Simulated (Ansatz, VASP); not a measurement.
# Two plane-wave programs on Ge

```xyz
2
Lattice="-0.0576 2.8805 2.9958 2.8805 -0.0576 2.9958 2.8229 2.8229 0.0000" Properties=species:S:1:pos:R:3 pbc="T T T"
Ge    2.8229    2.8229    2.9958
Ge    4.2344    4.2344    4.4936
```

Change from the starting cell: engineering shear strain xy -0.0400, normal strain along z +0.0400.

Alike in both runs: task single point; functional PBE; k mesh 14 × 14 × 14; occupations gaussian, width 0.15 eV; no spin polarisation.

```csv
,VASP,Ansatz
version,VASP 6.6.1,Ansatz 0.2.0
potentials or method,"VASP PAW PBE potentials, release 64 (Ge_d), cutoff 520 eV","scalar-relativistic, plane waves, PAW"
valence electrons in the cell,28,28
```

|  | VASP | Ansatz | Ansatz less VASP |
| --- | --- | --- | --- |
| gap on the k mesh at the Fermi level (eV) | none | none | - |
| pressure (GPa) | -1.9 | -1.9 | 0.00 |
| traceless stress, the component that is largest in VASP (GPa) | 2.57 | 2.58 | +0.005 |
| rms of the force components (eV/Å) | 0.142 | 0.143 | +0.0008 |

Atom by atom the forces differ by 0.001 eV/Å (rms over components). A gap of «none» marks a metal or a gap that the smearing closes.
